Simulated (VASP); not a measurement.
Here is a VASP 6.6.1 calculation.

INCAR

```
PREC = Accurate ; ENCUT = 600
EDIFF = 1E-6 ; ISMEAR = 0
SIGMA = 0.01 ; LREAL = F
LASPH = T ; NELM = 120
ALGO = Normal ; ISIF = 2
LWAVE = F ; LCHARG = F
GGA = PE ; NBANDS = 11
GGA_COMPAT = F
```

File KPOINTS:

```
Automatic mesh
0
Gamma
  4 4 4
```

File POSCAR:

```
MgS
1.0
    0.0000000000      2.7884136878      2.7884136878
    2.7884136878      0.0000000000      2.7884136878
    2.7884136878      2.7884136878      0.0000000000
Mg S
1 1
Direct
    0.0000000000      0.0000000000      0.0000000000
    0.2500000000      0.2500000000      0.2500000000
```

Potentials or basis: VASP PAW PBE potentials, release 64 (Mg, S).

The run is started by

```bash
$ cat potpaw_PBE.64/Mg/POTCAR potpaw_PBE.64/S/POTCAR > POTCAR
$ mpirun -np 1 vasp_std > vasp.out
```

Problem. What does it give for the pressure?

Solution. 4.0 GPa.

Problem. Estimate the band gap on the k mesh.

Solution. 3.68 eV.

Caveat: the k points lie up to 0.49 Å⁻¹ apart; the cell differs from its parent crystal (strain -1.5%). A k mesh can miss the band edges.
